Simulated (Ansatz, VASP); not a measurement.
# Two plane-wave programs on Sr2SO

```
CELL_PARAMETERS angstrom
4.03730 0.00000 0.00000
0.00000 4.03730 0.00000
0.00000 0.00000 5.71467
ATOMIC_POSITIONS crystal
Sr 0.00000 0.00000 0.00000
Sr 0.50000 0.50000 0.50000
S 0.00000 0.00000 0.50000
O 0.50000 0.50000 0.00000
```

Alike in both runs: functional PBE; k mesh 6 × 6 × 4; no spin polarisation.

Ansatz relaxed the structure, and its values are those at the end. VASP's run is a single point on that final structure, the one shown.

```csv
,VASP,Ansatz
version,VASP 6.6.1,Ansatz 0.2.0
potentials or method,"VASP PAW PBE potentials, release 64 (Sr_sv, S, O)","plane waves, PAW"
plane-wave cutoff (eV),520,420
occupations,"gaussian, width 0.01 eV",fixed
valence electrons in the cell,32,32
```

```tsv
	VASP	Ansatz	Ansatz less VASP
pressure (GPa)	0.2	0.0	-0.22
```
